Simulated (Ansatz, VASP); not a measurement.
**TiB2 in VASP and in Ansatz**

INCAR

```
ALGO = Normal
EDIFF = 1E-7
EDIFFG = -0.05
ENCUT = 500
GGA = PE
GGA_COMPAT = F
IBRION = 2
ISIF = 3
ISMEAR = -1
IVDW = 12
LASPH = T
LCHARG = F
LREAL = F
LWAVE = F
NELM = 120
NELMIN = 4
NSW = 80
PREC = Accurate
SIGMA = 0.1
```

Contents of KPOINTS:

```
k-points
0
Gamma
  11 11 9
```

The input POSCAR:

```
TiB2
1.0
    3.0292000000      0.0000000000      0.0000000000
   -1.5146000000      2.6233640000      0.0000000000
    0.0000000000      0.0000000000      3.2284000000
Ti B
1 2
Direct
    0.0000000000      0.0000000000      0.0000000000
    0.3333333333      0.6666666667      0.5000000000
    0.6666666667      0.3333333333      0.5000000000
```

Input for Ansatz:

```yaml
crystal:
  lattice:
    - [3.0292, 0.0, 0.0]
    - [-1.5146, 2.623364, 0.0]
    - [0.0, 0.0, 3.2284]
  atoms:
    - { symbol: Ti, position: [0.0, 0.0, 0.0] }
    - { symbol: B, position: [0.3333333333333333, 0.6666666666666666, 0.5] }
    - { symbol: B, position: [0.6666666666666666, 0.3333333333333333, 0.5] }
kpoints:
  mp_grid:
    grid: [11, 11, 9]
    shift: [0.0, 0.0, 0.0]
hamiltonian:
  xc: pbe
  dispersion: d3bj
scf:
  convergence:
    dr2_threshold: 1.0e-09
  occupations:
    method: fermi_dirac
    width: 0.1
relax:
  f_tol: 0.05
  cell: {}
```

Alike in both runs: task relaxation of cell and atoms; functional PBE; dispersion D3(BJ); k mesh 11 × 11 × 9; occupations fermi-dirac, width 0.1 eV; no spin polarisation.

|  | VASP | Ansatz |
| --- | --- | --- |
| version | VASP 6.6.1 | Ansatz 0.2.0 |
| potentials or method | VASP PAW PBE potentials, release 64 (Ti_sv, B) | plane waves, PAW |
| plane-wave cutoff (eV) | 500 | 420 |
| valence electrons in the cell | 18 | 18 |

Ansatz gave:

| Quantity | Value |
| --- | --- |
| relaxed volume (Å³/atom) | 8.29 |
| relaxed cell length with the largest relative difference (Å) | 3.181 |

Problem. What did VASP give for the same quantities?

Solution. Relaxed volume (Å³/atom): 8.29; relaxed cell length with the largest relative difference (Å): 3.183.

Ansatz's warnings: stress scf threshold loose.
